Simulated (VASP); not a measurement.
Crystal: LiH.

```
CELL_PARAMETERS angstrom
0.00000 2.00340 2.00340
2.00340 0.00000 2.00340
2.00340 2.00340 0.00000
ATOMIC_POSITIONS crystal
Li 0.00000 0.00000 0.00000
H 0.50000 0.50000 0.50000
```

```yaml
Program: VASP 6.6.1
Task: relaxation of cell and atoms
Functional: PBE
Dispersion: D3(BJ)
Potentials_or_basis: VASP PAW PBE potentials, release 64 (Li_sv, H)
Cutoff: 750 eV
k_mesh: 10 × 10 × 10
Occupations: gaussian, width 0.02 eV
Spin: no spin polarisation
```

At the start: pressure -3.6 GPa; volume 8.04 Å³/atom.

**Question.** How do energy, volume and symmetry change on relaxing?

**Answer.** Over 4 steps the energy falls by 9.4 meV/atom and the volume is 7.26 Å³/atom (-9.8 %); space group Fm-3m (No. 225, to 0.1 Å) before and after.

Step by step:
| step | energy change (eV) | largest force (eV/Å) | pressure (GPa) | volume (Å³) |
| --- | --- | --- | --- | --- |
| 1 | 0.0000 | 0.0000 | -3.59 | 16.08 |
| 2 | -0.0083 | 0.0000 | -2.79 | 15.67 |
| 3 | -0.0182 | 0.0000 | -0.67 | 14.77 |
| 4 | -0.0188 | 0.0000 | 0.05 | 14.51 |

Final structure:
```cif
data_structure
_symmetry_space_group_name_H-M 'P 1'
_symmetry_Int_Tables_number 1
_cell_length_a 2.7379
_cell_length_b 2.7379
_cell_length_c 2.7379
_cell_angle_alpha 60.000
_cell_angle_beta 60.000
_cell_angle_gamma 60.000
_cell_volume 14.51
loop_
_atom_site_label
_atom_site_type_symbol
_atom_site_fract_x
_atom_site_fract_y
_atom_site_fract_z
_atom_site_occupancy
Li1 Li 0.00000 0.00000 0.00000 1
H1 H 0.50000 0.50000 0.50000 1
```
